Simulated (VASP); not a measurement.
Runs of VASP 6.6.1 on Al2Si3N. The structure is that of space group R-3m (No. 166), or close to it. The cells are those of the table. 

```csv
task,cell,k mesh,cutoff (eV),gap on the mesh (eV),pressure (GPa),relaxed volume (Å³/atom),largest force (eV/Å)
single point,"a = 4.493 Å, angles 79.6°, 6 atoms",6 × 6 × 6,520,none,-0.1,-,0.01
single point,"a = 4.494 Å, angles 79.6°, 6 atoms",12 × 12 × 12,520,none,0.0,-,0.01
relaxation of cell and atoms,"relaxed from a = 4.902 Å, angles 56.3°, 6 atoms",6 × 6 × 6,600,none,-0.1,(a),0.02
relaxation of cell and atoms,"relaxed from a = 4.493 Å, angles 79.6°, 6 atoms",12 × 12 × 12,600,none,0.0,14.45,-
single point,"a = 4.902 Å, angles 56.3°, 6 atoms",6 × 6 × 6,520,none,12.5,-,0.44
```

Alike in all rows: level PBE; potentials or basis VASP PAW PBE potentials, release 64 (Al, Si, N); no spin polarisation; smearing gaussian 0.1 eV.

Question: Estimate the missing entries.

Answer: (a) 14.36.

A gap of «none» marks levels without a gap at the run's occupations.
